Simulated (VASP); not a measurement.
# Gd (P6_3/mmc) in VASP: single point with PBE

Aim: the single point of Gd with PBE.

Program: VASP 6.6.1. These are calculated values, not measurements. Logs are shortened: lines on timing, memory, paths and dates and some standing lists are left out, and cuts for length are marked.

## Step 1: The cell of the first run

Symmetry: P6_3/mmc, No. 194, hexagonal system. The conventional cell has a = 3.636 Å, b = 3.636 Å, c = 11.720 Å, α = 90.00°, β = 90.00°, γ = 120.00°. Within 4.7 Å of Gd (site symmetry -3m) lie 12 Gd at 3.60 to 3.64 Å. Gd (site symmetry -6m2) has 12 Gd at 3.60 to 3.64 Å within 4.7 Å.

## Step 2: Single point, PBE, collinear spin, ferromagnetic start

Input file INCAR:

```
PREC     = Accurate       # precision mode
ENCUT    = 600            # plane-wave cutoff, eV
EDIFF    = 1E-6           # SCF threshold, eV
ISMEAR   = -1             # smearing method
SIGMA    = 0.1            # smearing width, eV
LREAL    = F              # projectors in reciprocal space
LASPH    = T              # aspherical terms in the spheres
NELM     = 200            # most SCF steps
ALGO     = Normal         # electronic algorithm
ISIF     = 2              # what is computed and relaxed
LWAVE    = F              # write WAVECAR
LCHARG   = T              # write CHGCAR
ISPIN    = 2              # spin polarisation
MAGMOM   = 7 7 7 7        # initial moments
LORBIT   = 11             # projections on sites
LMAXMIX  = 6              # l up to which the mixer works
GGA      = PE             # functional
LELF     = T              # ELF
LVHAR    = T            
NBANDS   = 48             # bands
GGA_COMPAT= F
```

Input file KPOINTS:

```
Automatic mesh
0
Gamma
  10 10 3
```

Input file POSCAR:

```
Gd
1.0
    3.6361940382      0.0000000000      0.0000000000
   -1.8180970191      3.1490364102      0.0000000000
    0.0000000000      0.0000000000     11.7195172885
Gd
4
Direct
    0.0000000000      0.0000000000      0.0000000000
    0.0000000000      0.0000000000      0.5000000000
    0.3333333333      0.6666666667      0.2500000000
    0.6666666667      0.3333333333      0.7500000000
```

Potentials or basis: VASP PAW PBE potentials, release 64 (Gd).

Run with:

```console
> cat potpaw_PBE.64/Gd/POTCAR > POTCAR
> mpirun -np 1 vasp_std > vasp.out
```

OUTCAR:

```text
PREC = Accurate
   ENCUT = 600
   EDIFF = 1E-6
   ISMEAR = -1
   LREAL = F
   LASPH = T
   NELM = 200
   ISIF = 2
   ISPIN = 2
   LORBIT = 11
   GGA = PE

 ion  position               nearest neighbor table
   1  0.000  0.000  0.000-
   2  0.000  0.000  0.500-
   3  0.333  0.667  0.250-
   4  0.667  0.333  0.750-

  LATTYP: Found a hexagonal cell.
 ALAT       =     3.6361940382
 C/A-ratio  =     3.2230175742

  Lattice vectors:

 A1 = (   3.6361940382,   0.0000000000,   0.0000000000)
 A2 = (  -1.8180970191,   3.1490364102,   0.0000000000)
 A3 = (   0.0000000000,   0.0000000000,  11.7195172885)

Analysis of symmetry for initial positions (statically):
=====================================================================
 Subroutine PRICEL returns:
 Original cell was already a primitive cell.

 Routine SETGRP: Setting up the symmetry group for a
 hexagonal supercell.

 Subroutine GETGRP returns: Found 24 space group operations
 (whereof 12 operations were pure point group operations)
 out of a pool of 24 trial point group operations.

The static configuration has the point symmetry D_3d.
 The point group associated with its full space group is D_6h.

Analysis of symmetry for dynamics (positions and initial velocities):
=====================================================================
 Subroutine PRICEL returns:
 Original cell was already a primitive cell.

 Routine SETGRP: Setting up the symmetry group for a
 hexagonal supercell.

 Subroutine GETGRP returns: Found 24 space group operations
 (whereof 12 operations were pure point group operations)
 out of a pool of 24 trial point group operations.

The dynamic configuration has the point symmetry D_3d.
 The point group associated with its full space group is D_6h.

Analysis of structural, dynamic, and magnetic symmetry:
=====================================================================
 Subroutine PRICEL returns:
 Original cell was already a primitive cell.

 Routine SETGRP: Setting up the symmetry group for a
 hexagonal supercell.

 Subroutine GETGRP returns: Found 24 space group operations
 (whereof 12 operations were pure point group operations)
 out of a pool of 24 trial point group operations.

The overall configuration has the point symmetry D_3d.
 The point group associated with its full space group is D_6h.

 Subroutine INISYM returns: Found 24 space group operations
 (whereof 12 operations are pure point group operations),
 and found     1 'primitive' translations

----------------------------------------------------------------------------------------

                                     Primitive cell

  volume of cell :     134.1944

  direct lattice vectors                    reciprocal lattice vectors
     3.636194038  0.000000000  0.000000000     0.275012826  0.158778729  0.000000000
    -1.818097019  3.149036410  0.000000000     0.000000000  0.317557459  0.000000000
     0.000000000  0.000000000 11.719517289     0.000000000  0.000000000  0.085327746

  length of vectors
     3.636194038  3.636194038 11.719517289     0.317557459  0.317557459  0.085327746

  position of ions in fractional coordinates (direct lattice)
     0.000000000  0.000000000  0.000000000
     0.000000000  0.000000000  0.500000000
     0.333333333  0.666666667  0.250000000
     0.666666667  0.333333333  0.750000000

  ion indices of the primitive-cell ions
   primitive index   ion index
                 1           1
                 2           2
                 3           3
                 4           4

----------------------------------------------------------------------------------------

 KPOINTS: Automatic mesh

Automatic generation of k-mesh.
 Grid dimensions read from file:
 generate k-points for:   10   10    3

 Generating k-lattice:

  Cartesian coordinates                     Fractional coordinates (reciprocal lattice)
     0.027501283  0.015877873  0.000000000     0.100000000  0.000000000  0.000000000
     0.000000000  0.031755746  0.000000000     0.000000000  0.100000000  0.000000000
     0.000000000  0.000000000  0.028442582     0.000000000  0.000000000  0.333333333

  Length of vectors
     0.031755746  0.031755746  0.028442582

  Shift w.r.t. Gamma in fractional coordinates (k-lattice)
     0.000000000  0.000000000  0.000000000

 Subroutine IBZKPT returns following result:
 ===========================================

 Found     28 irreducible k-points:

 Following reciprocal coordinates:
            Coordinates               Weight
  0.000000  0.000000  0.000000      1.000000
  0.100000 -0.000000  0.000000      6.000000
  0.200000 -0.000000  0.000000      6.000000
  0.300000 -0.000000  0.000000      6.000000
  0.400000 -0.000000  0.000000      6.000000
  0.500000 -0.000000  0.000000      3.000000
[... 16 lines left out ...]
  0.300000  0.100000  0.333333     24.000000
  0.400000  0.100000  0.333333     24.000000
 [... further k-points ...]
   k-points           NKPTS =     28   k-points in BZ     NKDIM =     28   number of bands    NBANDS=     48
   number of dos      NEDOS =    301   number of ions     NIONS =      4
   total plane-waves  NPLWV =  86400
   dimension x,y,z NGX =    30 NGY =   30 NGZ =   96
   dimension x,y,z NGXF=    60 NGYF=   60 NGZF=  192
   ions per type =               4
   NGX,Y,Z   is equivalent  to a cutoff of  13.72, 13.72, 13.62 a.u.
   NGXF,Y,Z  is equivalent  to a cutoff of  27.43, 27.43, 27.24 a.u.
 SYSTEM =  unknown system
   PREC   = accura    normal or accurate (medium, high low for compatibility)
   ISTART =      0    job   : 0-new  1-cont  2-samecut
   ICHARG =      2    charge: 1-file 2-atom 10-const
   ISPIN  =      2    spin polarized calculation?
   LNONCOLLINEAR =      F non collinear calculations
   LSORBIT =      F    spin-orbit coupling
   LASPH  =      T    aspherical Exc in radial PAW
   ENCUT  =  600.0 eV  44.10 Ry    6.64 a.u.   7.26  7.26 23.41*2*pi/ulx,y,z
   NELM   =    200;   NELMIN=  2; NELMDL= -5     # of ELM steps
   EDIFF  = 0.1E-05   stopping-criterion for ELM
   LREAL  =      F    real-space projection
   EDIFFG = 0.1E-04   stopping-criterion for IOM
   NSW    =      0    number of steps for IOM
   IBRION =     -1    ionic relax: 0-MD 1-quasi-New 2-CG
   NFREE  =      0    steps in history (QN), initial steepest desc. (CG)
   ISIF   =      2    stress and relaxation
   ISYM   =      2    0-nonsym 1-usesym 2-fastsym
   POTIM  = 0.5000    time-step for ionic-motion
   TEBEG  =    0.0;   TEEND  =   0.0 temperature during run
   PSTRESS=    0.0 pullay stress
   NELECT =      72.0000    total number of electrons
   NUPDOWN=      -1.0000    fix difference up-down
   EMIN   =  10.00;   EMAX   =-10.00  energy-range for DOS
   EFERMI =   0.00;   METHOD = LEGACY
   ISMEAR =    -1;   SIGMA  =   0.10  broadening in eV -4-tet -1-fermi 0-gaus
   EFERMI_NEDOS =   21; number of points for ismear=-14 and -15
   IALGO  =     38    algorithm
   IMIX   =      4    mixing-type and parameters
     AMIX     =   0.40;   BMIX     =  1.00
     AMIX_MAG =   1.60;   BMIX_MAG =  1.00
  volume/ion in A,a.u.               =      33.55       226.40
  Fermi-wavevector in a.u.,A,eV,Ry     =   1.330273  2.513852 24.077234  1.769627
  Thomas-Fermi vector in A             =   2.459373
   LORBIT       =     11    0 simple, 1 ext, 2 COOP (PROOUT), +10 PAW based schemes
   GGA     = PE    functional components
   LHFCALC =     F    Hartree Fock is set to
   AEXX    =    0.0000 exact exchange contribution
   IVDW    =     0    specifies the selected vdW correction
   LEPSILON=     F    determine dielectric tensor
   LRPA    =     F    only Hartree local field effects (RPA)
 spin polarized calculation
  energy-cutoff  :      600.00
  volume of cell :      134.19
 maximum number of plane-waves:      4517
 NGX is ok and might be reduce to    30
   NGX = 15   NGY = 15   NGZ = 47

 number of electron      71.9999989 magnetization      23.9997866

 Free energy of the ion-electron system (eV)
  ---------------------------------------------------
  ext. energy  EPLUGINS =         0.00000000
  ---------------------------------------------------
  free energy    TOTEN  =       -45.67414354 eV

  energy without entropy =      -45.45954603  energy(sigma->0) =      -45.56684478

 E-fermi :   3.2769     XC(G=0):  -9.8969

 val. band max:        3.2689763639   @ k =   0.4000   0.1000   0.0000
 cond. band min:       3.2831533254   @ k =   0.3000   0.3000   0.0000
 fundamental gap:      0.0141769616
 Fermi energy:         3.2768580012

 spin component 1

 k-point     1 :       0.0000    0.0000    0.0000
  band No.  band energies     occupation
      1     -41.9171      1.00000
      2     -41.8994      1.00000
      3     -41.8641      1.00000
      4     -41.8461      1.00000
      5     -19.6685      1.00000
      6     -19.3479      1.00000
[... 40 lines left out ...]
     47      -0.0204      1.00000
     48       1.1210      1.00000
[... 1171 lines left out ...]
     47       1.6380      1.00000
     48       1.9145      1.00000

 [... further k-points ...]

 spin component 2

 k-point     1 :       0.0000    0.0000    0.0000
  band No.  band energies     occupation
      1     -39.0290      1.00000
      2     -38.9970      1.00000
      3     -38.9758      1.00000
      4     -38.9434      1.00000
      5     -17.8808      1.00000
      6     -17.4627      1.00000
[... 40 lines left out ...]
     47       4.2060      0.00009
     48       4.2064      0.00009
[... 1171 lines left out ...]
     47       4.0564      0.00041
     48       4.0638      0.00038

 [... further k-points ...]

------------------------ aborting loop because EDIFF is reached ----------------------------------------

  FORCE on cell =-STRESS in cart. coord.  units (eV):
  Direction    XX          YY          ZZ          XY          YZ          ZX
  --------------------------------------------------------------------------------------
  -------------------------------------------------------------------------------------
  Total        1.0915001      1.0915001      0.7462142      0.0000000      0.0000000      0.0000000
  in kB       13.0316655     13.0316655      8.9092185      0.0000000      0.0000000      0.0000000
  external PRESSURE =      11.6575165 kB  Pullay stress =       0.0000000 kB

 VOLUME and BASIS-vectors are now :
 -----------------------------------------------------------------------------
  energy-cutoff  :      600.00
  volume of cell :      134.19
      direct lattice vectors                 reciprocal lattice vectors
     3.636194038  0.000000000  0.000000000     0.275012826  0.158778729  0.000000000
    -1.818097019  3.149036410  0.000000000     0.000000000  0.317557459  0.000000000
     0.000000000  0.000000000 11.719517289     0.000000000  0.000000000  0.085327746

 POSITION                                       TOTAL-FORCE (eV/Angst)
 -----------------------------------------------------------------------------------
      0.00000      0.00000      0.00000        -0.000000     -0.000000      0.000000
      0.00000      0.00000      5.85976        -0.000000     -0.000000      0.000000
     -0.00000      2.09936      2.92988         0.000000      0.000000     -0.000000
      1.81810      1.04968      8.78964        -0.000000     -0.000000     -0.000000
 -----------------------------------------------------------------------------------
    total drift:                               -0.000000      0.000000     -0.000000

  FREE ENERGIE OF THE ION-ELECTRON SYSTEM (eV)
  ---------------------------------------------------
  free  energy   TOTEN  =       -45.6741435352 eV

  energy  without entropy=      -45.4595460304  energy(sigma->0) =      -45.56684478

 total charge

# of ion       s       p       d       f       tot
--------------------------------------------------
    1        2.072   5.567   0.501   7.097  15.237
    2        2.072   5.567   0.501   7.097  15.237
    3        2.074   5.568   0.502   7.091  15.234
    4        2.074   5.568   0.502   7.091  15.234
--------------------------------------------------
tot          8.291  22.271   2.005  28.375  60.942

 magnetization (x)

# of ion       s       p       d       f       tot
--------------------------------------------------
    1       -0.003  -0.105  -0.190   6.684   6.386
    2       -0.003  -0.105  -0.190   6.684   6.386
    3       -0.000  -0.107  -0.171   6.691   6.412
    4       -0.000  -0.107  -0.171   6.691   6.412
--------------------------------------------------
tot         -0.006  -0.424  -0.724  26.750  25.597
```

Run time: 1.7 h. Hardware: 1 thread of Oxide Virtual Turin-like, shared host; peak memory 0.54 GiB.

Results:

```yaml
Free_energy: -45.6741 eV
Pressure: 1.2 GPa
Net_moment: 24.00 μB per cell
Site_moments: Gd +6.39, +6.41 (each value once) μB
Valence_electrons_inside_the_program's_atomic_spheres: Gd 15.24, 15.23 (each value once)
```

Stress tensor (GPa, compression positive):
```
1.30 0.00 0.00
0.00 1.30 0.00
0.00 0.00 0.89
```

Caveat: the highest band is partly filled, so the run has too few bands; spin-orbit coupling is left out, which moves the levels of the heavy elements; semilocal functionals describe open f shells poorly, which spoils levels, moments and volumes.
